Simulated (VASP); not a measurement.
Write the native input for VASP 6.6.1 that does the following.

| Item | Value |
| --- | --- |
| Task | single point |
| Functional | RPBE |
| Dispersion | D4 |
| Potentials or basis | VASP PAW PBE potentials, release 64 (Ti_sv, O) |
| Cutoff | 520 eV |
| k mesh | 8 × 8 × 8 |
| Occupations | fermi-dirac, width 0.05 eV |
| Spin | no spin polarisation |
| Dipole correction | no |
| Further INCAR settings | ALGO = Normal; EDIFF = 1e-06; NBANDS = 60 |

The structure of TiO2 lies in POSCAR:

```
TiO2
1.0
   -4.3868207531      4.3868207531      1.8671169671
    4.3868207531     -4.3868207531      1.8671169671
    4.3868207531      4.3868207531     -1.8671169671
Ti O
4 8
Direct
    0.2895394285      0.9837242478      0.2732636763
    0.0162757522      0.2895394285      0.3058151807
    0.9837242478      0.7104605715      0.6941848193
    0.7104605715      0.0162757522      0.7267363237
    0.4924530296      0.8473630779      0.3398161075
    0.1646394762      0.1549087132      0.3195481894
    0.1526369221      0.4924530296      0.6450899517
    0.1549087132      0.8353605238      0.9902692370
    0.8450912868      0.1646394762      0.0097307630
    0.8473630779      0.5075469704      0.3549100483
    0.8353605238      0.8450912868      0.6804518106
    0.5075469704      0.1526369221      0.6601838925
```

One way to write it, as run:

INCAR

```
PREC = Accurate
ENCUT = 520
EDIFF = 1E-6
ISMEAR = -1
SIGMA = 0.05
LREAL = False
LASPH = True
NELM = 60
ALGO = Normal
ISIF = 2
LWAVE = False
LCHARG = False
GGA = RP
IVDW = 13
NBANDS = 60
```

KPOINTS

```
Automatic mesh
0
Gamma
  8 8 8
```

Potentials or basis: VASP PAW PBE potentials, release 64 (Ti_sv, O).

Command:

```console
$ cat potpaw_PBE.64/Ti_sv/POTCAR potpaw_PBE.64/O/POTCAR > POTCAR
$ mpirun -np 1 vasp_std > vasp.out
```

It gave:

```json
{"Pressure": "0.5 GPa", "Largest force": "0.054 eV/Å", "Band gap on the k mesh": "2.24 eV (least direct gap 2.84 eV)", "Dispersion energy per atom": "-0.397 eV"}
```

Caveat: the PAW data sets were made with another functional, which shifts forces and pressure a little.

Run time: 7 min on 1 thread of Intel(R) Xeon(R) 6975P-C (Granite Rapids) (shared host), peak memory 0.64 GiB.
